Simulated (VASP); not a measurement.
# HC12 in VASP: a series of runs

Runs on HC12. Level: PBE. Tasks: single point.

Program: VASP 6.6.1. These are calculated values, not measurements. Logs are shortened: lines on timing, memory, paths and dates and some standing lists are left out, and cuts for length are marked.

## 1. The cell of the first run

The cell holds a slab with vacuum, 26 atoms: a = 5.051 Å, b = 5.051 Å, c = 22.375 Å, α = 90.00°, β = 90.00°, γ = 90.00°.

## 2. Single point, PBE

Contents of INCAR:

```
  PREC = Accurate
  ENCUT = 520
  EDIFF = 1E-7
  ISMEAR = 0
  SIGMA = 0.05
  LREAL = Auto
  LASPH = T
  NELM = 80
  ALGO = Normal
  ISIF = 2
  LWAVE = F
  LCHARG = T
  LDIPOL = T
  IDIPOL = 3
  DIPOL = 0.5 0.5 0.287
  GGA = PE
  LELF = T
  LVHAR = T
  LVACPOTAV = T
  NBANDS = 68
```

Contents of KPOINTS:

```
regular mesh
0
Gamma
  5 5 1
```

Contents of POSCAR:

```
HC12
1.0
    5.0509324483      0.0000000000      0.0000000000
    0.0000000000      5.0509324483      0.0000000000
    0.0000000000      0.0000000000     22.3754933530
C H
24 2
Direct
    0.0000000000      0.2500000000      0.1787670080
    0.0000000000      0.7500000000      0.1787670080
    0.5000000000      0.2500000000      0.1787670080
    0.5000000000      0.7500000000      0.1787670080
    0.0000000000      0.0000000000      0.2186716990
    0.0000000000      0.5000000000      0.2186716990
    0.5000000000      0.0000000000      0.2186716990
    0.5000000000      0.5000000000      0.2186716990
    0.2500000000      0.0000000000      0.2585763899
    0.2500000000      0.5000000000      0.2585763899
    0.7500000000      0.0000000000      0.2585763899
    0.7500000000      0.5000000000      0.2585763899
    0.2500000000      0.2500000000      0.2976014419
    0.2500000000      0.7500000000      0.2976014419
    0.7500000000      0.2500000000      0.2976014419
    0.7500000000      0.7500000000      0.2976014419
    0.0000000000      0.2500000000      0.3394883053
    0.0000000000      0.7500000000      0.3394883053
    0.5000000000      0.2500000000      0.3394883053
    0.5000000000      0.7500000000      0.3394883053
    0.0000000000      0.0000000000      0.3743154719
    0.0000000000      0.5000000000      0.3743154719
    0.5000000000      0.0000000000      0.3743154719
    0.5000000000      0.5000000000      0.3743154719
    0.9257562829      0.3750000000      0.3944267603
    1.0742437171      0.3750000000      0.3944267603
```

Potentials or basis: VASP PAW PBE potentials, release 64 (C, H).

On the command line:

```console
$ cat potpaw_PBE.64/C/POTCAR potpaw_PBE.64/H/POTCAR > POTCAR
$ mpirun -np 1 vasp_std > vasp.out
```

OUTCAR:

```text
PREC = Accurate
   ENCUT = 520
   EDIFF = 1E-7
   ISMEAR = 0
   LREAL = Auto
   LASPH = T
   NELM = 80
   ISIF = 2
   GGA = PE

 ion  position               nearest neighbor table
   1  0.000  0.250  0.179-   5 1.55   6 1.55
   2  0.000  0.750  0.179-   5 1.55   6 1.55
   3  0.500  0.250  0.179-   7 1.55   8 1.55
   4  0.500  0.750  0.179-   7 1.55   8 1.55
   5  0.000  0.000  0.219-   9 1.55  11 1.55   1 1.55   2 1.55
   6  0.000  0.500  0.219-  10 1.55  12 1.55   1 1.55   2 1.55
   7  0.500  0.000  0.219-   9 1.55  11 1.55   3 1.55   4 1.55
   8  0.500  0.500  0.219-  10 1.55  12 1.55   3 1.55   4 1.55
   9  0.250  0.000  0.259-  13 1.54  14 1.54   5 1.55   7 1.55
  10  0.250  0.500  0.259-  13 1.54  14 1.54   6 1.55   8 1.55
  11  0.750  0.000  0.259-  15 1.54  16 1.54   5 1.55   7 1.55
  12  0.750  0.500  0.259-  15 1.54  16 1.54   6 1.55   8 1.55
  13  0.250  0.250  0.298-   9 1.54  10 1.54  17 1.57  19 1.57
  14  0.250  0.750  0.298-   9 1.54  10 1.54  18 1.57  20 1.57
  15  0.750  0.250  0.298-  11 1.54  12 1.54  17 1.57  19 1.57
  16  0.750  0.750  0.298-  11 1.54  12 1.54  18 1.57  20 1.57
  17  0.000  0.250  0.339-  25 1.43  26 1.43  21 1.48  22 1.48  13 1.57  15 1.57
  18  0.000  0.750  0.339-  21 1.48  22 1.48  14 1.57  16 1.57
  19  0.500  0.250  0.339-  23 1.48  24 1.48  13 1.57  15 1.57
  20  0.500  0.750  0.339-  23 1.48  24 1.48  14 1.57  16 1.57
  21  0.000  0.000  0.374-  17 1.48  18 1.48
  22  0.000  0.500  0.374-  25 0.86  26 0.86  17 1.48  18 1.48
  23  0.500  0.000  0.374-  19 1.48  20 1.48
  24  0.500  0.500  0.374-  19 1.48  20 1.48
  25  0.926  0.375  0.394-  26 0.75  22 0.86  17 1.43
  26  0.074  0.375  0.394-  25 0.75  22 0.86  17 1.43

  LATTYP: Found a simple tetragonal cell.
 ALAT       =     5.0509324483
 C/A-ratio  =     4.4299727985

  Lattice vectors:

 A1 = (   5.0509324483,   0.0000000000,   0.0000000000)
 A2 = (   0.0000000000,   5.0509324483,   0.0000000000)
 A3 = (   0.0000000000,   0.0000000000,  22.3754933530)

Analysis of symmetry for initial positions (statically):
=====================================================================
 Subroutine PRICEL returns:
 Original cell was already a primitive cell.

 Routine SETGRP: Setting up the symmetry group for a
 simple tetragonal supercell.

 Subroutine GETGRP returns: Found  2 space group operations
 (whereof  2 operations were pure point group operations)
 out of a pool of 16 trial point group operations.

The static configuration has the point symmetry C_1h.

Analysis of symmetry for dynamics (positions and initial velocities):
=====================================================================
 Subroutine PRICEL returns:
 Original cell was already a primitive cell.

 Routine SETGRP: Setting up the symmetry group for a
 simple tetragonal supercell.

 Subroutine GETGRP returns: Found  2 space group operations
 (whereof  2 operations were pure point group operations)
 out of a pool of 16 trial point group operations.

The dynamic configuration has the point symmetry C_1h.

 Subroutine INISYM returns: Found  2 space group operations
 (whereof  2 operations are pure point group operations),
 and found     1 'primitive' translations

----------------------------------------------------------------------------------------

                                     Primitive cell

  volume of cell :     570.8418

  direct lattice vectors                    reciprocal lattice vectors
     5.050932448  0.000000000  0.000000000     0.197983246  0.000000000  0.000000000
     0.000000000  5.050932448  0.000000000     0.000000000  0.197983246  0.000000000
     0.000000000  0.000000000 22.375493353     0.000000000  0.000000000  0.044691752

  length of vectors
     5.050932448  5.050932448 22.375493353     0.197983246  0.197983246  0.044691752

  position of ions in fractional coordinates (direct lattice)
     0.000000000  0.250000000  0.178767008
     0.000000000  0.750000000  0.178767008
     0.500000000  0.250000000  0.178767008
     0.500000000  0.750000000  0.178767008
     0.000000000  0.000000000  0.218671699
     0.000000000  0.500000000  0.218671699
[... 18 lines left out ...]
     0.925756283  0.375000000  0.394426760
     0.074243717  0.375000000  0.394426760

  ion indices of the primitive-cell ions
   primitive index   ion index
                 1           1
                 2           2
                 3           3
                 4           4
                 5           5
                 6           6
[... 18 lines left out ...]
                25          25
                26          26

----------------------------------------------------------------------------------------

 KPOINTS: regular mesh

Automatic generation of k-mesh.
 Grid dimensions read from file:
 generate k-points for:    5    5    1

 Generating k-lattice:

  Cartesian coordinates                     Fractional coordinates (reciprocal lattice)
     0.039596649  0.000000000  0.000000000     0.200000000  0.000000000  0.000000000
     0.000000000  0.039596649  0.000000000     0.000000000  0.200000000  0.000000000
     0.000000000  0.000000000  0.044691752     0.000000000  0.000000000  1.000000000

  Length of vectors
     0.039596649  0.039596649  0.044691752

  Shift w.r.t. Gamma in fractional coordinates (k-lattice)
     0.000000000  0.000000000  0.000000000

 Subroutine IBZKPT returns following result:
 ===========================================

 Found      9 irreducible k-points:

 Following reciprocal coordinates:
            Coordinates               Weight
  0.000000  0.000000  0.000000      1.000000
  0.200000  0.000000  0.000000      2.000000
  0.000000  0.200000  0.000000      2.000000
  0.400000  0.000000  0.000000      2.000000
  0.000000  0.400000  0.000000      2.000000
  0.200000  0.200000  0.000000      4.000000
  0.400000  0.200000  0.000000      4.000000
 -0.200000  0.400000  0.000000      4.000000
  0.400000  0.400000  0.000000      4.000000
   k-points           NKPTS =      9   k-points in BZ     NKDIM =      9   number of bands    NBANDS=     68
   number of dos      NEDOS =    301   number of ions     NIONS =     26
   total plane-waves  NPLWV = 268800
   dimension x,y,z NGX =    40 NGY =   40 NGZ =  168
   dimension x,y,z NGXF=    80 NGYF=   80 NGZF=  336
   ions per type =              24   2
   NGX,Y,Z   is equivalent  to a cutoff of  13.17, 13.17, 12.48 a.u.
   NGXF,Y,Z  is equivalent  to a cutoff of  26.33, 26.33, 24.96 a.u.
 SYSTEM =  unknown system
   PREC   = accura    normal or accurate (medium, high low for compatibility)
   ISTART =      0    job   : 0-new  1-cont  2-samecut
   ICHARG =      2    charge: 1-file 2-atom 10-const
   ISPIN  =      1    spin polarized calculation?
   LNONCOLLINEAR =      F non collinear calculations
   LSORBIT =      F    spin-orbit coupling
   LASPH  =      T    aspherical Exc in radial PAW
   ENCUT  =  520.0 eV  38.22 Ry    6.18 a.u.   9.39  9.39 41.60*2*pi/ulx,y,z
   NELM   =     80;   NELMIN=  2; NELMDL= -5     # of ELM steps
   EDIFF  = 0.1E-06   stopping-criterion for ELM
   LREAL  =      T    real-space projection
   EDIFFG = 0.1E-05   stopping-criterion for IOM
   NSW    =      0    number of steps for IOM
   IBRION =     -1    ionic relax: 0-MD 1-quasi-New 2-CG
   NFREE  =      0    steps in history (QN), initial steepest desc. (CG)
   ISIF   =      2    stress and relaxation
   ISYM   =      2    0-nonsym 1-usesym 2-fastsym
   POTIM  = 0.5000    time-step for ionic-motion
   TEBEG  =    0.0;   TEEND  =   0.0 temperature during run
   PSTRESS=    0.0 pullay stress
   NELECT =      98.0000    total number of electrons
   NUPDOWN=      -1.0000    fix difference up-down
   EMIN   =  10.00;   EMAX   =-10.00  energy-range for DOS
   EFERMI =   0.00;   METHOD = LEGACY
   ISMEAR =     0;   SIGMA  =   0.05  broadening in eV -4-tet -1-fermi 0-gaus
   EFERMI_NEDOS =   21; number of points for ismear=-14 and -15
   IALGO  =     38    algorithm
   IMIX   =      4    mixing-type and parameters
     AMIX     =   0.40;   BMIX     =  1.00
     AMIX_MAG =   1.60;   BMIX_MAG =  1.00
  volume/ion in A,a.u.               =      21.96       148.16
  Fermi-wavevector in a.u.,A,eV,Ry     =   0.909868  1.719401 11.263710  0.827859
  Thomas-Fermi vector in A             =   2.033963
   LORBIT       =      0    0 simple, 1 ext, 2 COOP (PROOUT), +10 PAW based schemes
   GGA     = PE    functional components
   LHFCALC =     F    Hartree Fock is set to
   AEXX    =    0.0000 exact exchange contribution
   IVDW    =     0    specifies the selected vdW correction
   LEPSILON=     F    determine dielectric tensor
   LRPA    =     F    only Hartree local field effects (RPA)
 non-spin polarized calculation
 Gauss-broadening in eV      SIGMA  =   0.05
  energy-cutoff  :      520.00
  volume of cell :      570.84
 maximum number of plane-waves:     15407
 NGX is ok and might be reduce to    40
   NGX = 19   NGY = 19   NGZ = 83

 dipolmoment           0.000000      0.000000      0.006344 electrons x Angstroem

 number of electron      98.0000010 magnetization

 dipolmoment           0.000000      0.000000     -0.171304 electrons x Angstroem

 Free energy of the ion-electron system (eV)
  ---------------------------------------------------
  ext. energy  EPLUGINS =         0.00000000
  ---------------------------------------------------
  free energy    TOTEN  =      -192.60193161 eV

  energy without entropy =     -192.59051124  energy(sigma->0) =     -192.59622142

 E-fermi :  -2.8126     XC(G=0):  -4.1923

 val. band max:       -2.8686176135   @ k =   0.4000   0.2000   0.0000
 cond. band min:      -2.8096511223   @ k =   0.2000   0.0000   0.0000
 fundamental gap:      0.0589664913
 Fermi energy:        -2.8125762106

 k-point     1 :       0.0000    0.0000    0.0000
  band No.  band energies     occupation
      1     -24.2090      2.00000
      2     -22.8894      2.00000
      3     -20.5804      2.00000
      4     -19.4822      2.00000
      5     -19.4343      2.00000
      6     -19.3087      2.00000
[... 53 lines left out ...]
     60       3.2902      0.00000
     61       3.4921      0.00000

 k-point     2 :       0.2000    0.0000    0.0000
  band No.  band energies     occupation
      1     -24.1043      2.00000
      2     -22.8214      2.00000
      3     -20.8392      2.00000
      4     -20.2710      2.00000
      5     -19.2068      2.00000
      6     -19.1057      2.00000
[... 53 lines left out ...]
     60       3.3281      0.00000
     61       3.7416      0.00000

 k-point     3 :       0.0000    0.2000    0.0000
  band No.  band energies     occupation
      1     -24.1047      2.00000
      2     -22.8200      2.00000
      3     -20.8224      2.00000
      4     -20.3031      2.00000
      5     -19.3125      2.00000
      6     -18.8808      2.00000
[... 373 lines left out ...]
     60       4.2145      0.00000
     61       4.6632      0.00000

 k-point     9 :       0.4000    0.4000    0.0000
  band No.  band energies     occupation
      1     -23.7343      2.00000
      2     -22.0375      2.00000
      3     -21.3404      2.00000
      4     -21.0310      2.00000
      5     -20.3440      2.00000
      6     -19.4467      2.00000
[... 53 lines left out ...]
     60       4.5777      0.00000
     61       4.7182      0.00000
 [bands above 61 left out]

------------------------ aborting loop because EDIFF is reached ----------------------------------------

  FORCE on cell =-STRESS in cart. coord.  units (eV):
  Direction    XX          YY          ZZ          XY          YZ          ZX
  --------------------------------------------------------------------------------------
  -------------------------------------------------------------------------------------
  Total       -9.0684219      8.4636827     11.4432715      0.0000000     -3.4784687      0.0000000
  in kB      -25.4522722     23.7549552     32.1177449      0.0000000     -9.7629921      0.0000000
  external PRESSURE =      10.1401426 kB  Pullay stress =       0.0000000 kB

 VOLUME and BASIS-vectors are now :
 -----------------------------------------------------------------------------
  energy-cutoff  :      520.00
  volume of cell :      570.84
      direct lattice vectors                 reciprocal lattice vectors
     5.050932448  0.000000000  0.000000000     0.197983246  0.000000000  0.000000000
     0.000000000  5.050932448  0.000000000     0.000000000  0.197983246  0.000000000
     0.000000000  0.000000000 22.375493353     0.000000000  0.000000000  0.044691752

 POSITION                                       TOTAL-FORCE (eV/Angst)
 -----------------------------------------------------------------------------------
      0.00000      1.26273      4.00000         0.000000      0.005292      2.139129
      0.00000      3.78820      4.00000         0.000000     -0.020008      2.110551
      2.52547      1.26273      4.00000         0.000000      0.063814      2.224988
      2.52547      3.78820      4.00000         0.000000     -0.069886      2.235515
      0.00000      0.00000      4.89289         0.000000      0.030202     -2.505884
      0.00000      2.52547      4.89289         0.000000      0.012806     -2.487968
[... 18 lines left out ...]
      4.67593      1.89410      8.82549       -15.183997     -7.241586     11.396155
      0.37500      1.89410      8.82549        15.183997     -7.241586     11.396155
 -----------------------------------------------------------------------------------
    total drift:                                0.000000     -0.000059      0.044838

  FREE ENERGIE OF THE ION-ELECTRON SYSTEM (eV)
  ---------------------------------------------------
  free  energy   TOTEN  =      -192.6019316085 eV

  energy  without entropy=     -192.5905112369  energy(sigma->0) =     -192.59622142

 vacuum level on the upper side and lower side of the slab         3.462         4.677
```

It took 7.9 min on 1 thread of Intel Xeon 6975P-C (Granite Rapids), shared host; peak memory 0.65 GiB.

What came out:

* Free energy: -192.6019 eV
* Largest force: 23.092 eV/Å
* Band gap on the k mesh: zero (band 49 reaches -2.80 eV, above the bottom of band 50 at -3.01 eV)

Forces on the atoms (eV/Å):
```
C     0.000   0.005   2.139
C     0.000  -0.020   2.111
C     0.000   0.064   2.225
C     0.000  -0.070   2.236
C     0.000   0.030  -2.506
C     0.000   0.013  -2.488
C     0.000  -0.058  -2.543
C     0.000  -0.012  -2.634
C     0.233  -0.002   0.121
C     0.113  -0.037   0.278
C    -0.233  -0.002   0.121
C    -0.113  -0.037   0.278
C    -0.306  -0.196  -0.269
C    -0.296  -0.189   0.145
C     0.306  -0.196  -0.269
C     0.296  -0.189   0.145
C     0.000  -2.889  -7.650
C     0.000   1.064   0.105
C     0.000   0.138   0.193
C     0.000  -0.030   0.104
C     0.000   0.192   0.789
C     0.000  17.121 -15.496
C     0.000   0.014   0.057
C     0.000  -0.232   0.018
H   -15.184  -7.242  11.396
H    15.184  -7.242  11.396
```

## 3. Single point, PBE

Contents of INCAR:

```
SYSTEM = HC12
ALGO = Normal ; DIPOL = 0.5 0.5 0.289
EDIFF = 1E-6 ; ENCUT = 520
GGA = PE ; IDIPOL = 3
ISIF = 2 ; ISMEAR = 0
LASPH = .TRUE. ; LCHARG = .FALSE.
LDIPOL = .TRUE. ; LREAL = Auto
LWAVE = .FALSE. ; NBANDS = 68
NELM = 60 ; PREC = Accurate
SIGMA = 0.05
```

Contents of KPOINTS:

```
k-points
0
G
  5 5 1
  0 0 0
```

POSCAR: that of step 2 with these lines changed.

```diff
@@ -32,3 +32,3 @@
     0.5000000000      0.5000000000      0.3743154719
-    0.9257562829      0.3750000000      0.3944267603
-    1.0742437171      0.3750000000      0.3944267603
+    0.9257562829      0.3750000000      0.4230294816
+    1.0742437171      0.3750000000      0.4230294816
```

Potentials or basis: VASP PAW PBE potentials, release 64 (C, H).

On the command line:

```console
$ cat potpaw_PBE.64/C/POTCAR potpaw_PBE.64/H/POTCAR > POTCAR
$ mpirun -np 1 vasp_std > vasp.out
```

It took 7 min on 1 thread of Intel Xeon 6975P-C (Granite Rapids), shared host; peak memory 0.65 GiB.

Results (log left out):

```yaml
Free_energy: -197.8736 eV
Largest_force: 5.239 eV/Å
Band_gap_on_the_k_mesh: zero (band 49 reaches -2.34 eV, above the bottom of band 50 at -2.57 eV)
```

Forces on the atoms (eV/Å):
```
C    0.000  0.014  2.128
C    0.000 -0.022  2.128
C    0.000  0.042  2.202
C    0.000 -0.050  2.181
C    0.000  0.017 -2.573
C    0.000  0.008 -2.508
C    0.000 -0.083 -2.441
C    0.000  0.033 -2.591
C    0.098  0.070  0.120
C    0.227 -0.050  0.217
C   -0.098  0.070  0.120
C   -0.227 -0.050  0.217
C   -0.233 -0.029 -0.046
C   -0.049 -0.259  0.199
C    0.233 -0.029 -0.046
C    0.049 -0.259  0.199
C    0.000 -0.669 -1.903
C    0.000  1.490  0.685
C    0.000  0.044 -0.018
C    0.000 -0.021  0.043
C    0.000  0.734  0.994
C    0.000 -3.481  0.844
C    0.000  0.158 -0.018
C    0.000 -0.259  0.155
H   -5.076  1.291 -0.143
H    5.076  1.291 -0.143
```

Levels at points of the mesh, in eV from the Fermi level:
| k point | band 46 | band 47 | band 48 | band 49 | band 50 | band 51 | band 52 | band 53 |
| --- | --- | --- | --- | --- | --- | --- | --- | --- |
| (0.00, 0.00, 0.00) | -1.20 | -0.81 | -0.38 | -0.21 | -0.15 | 0.02 | 0.59 | 2.32 |
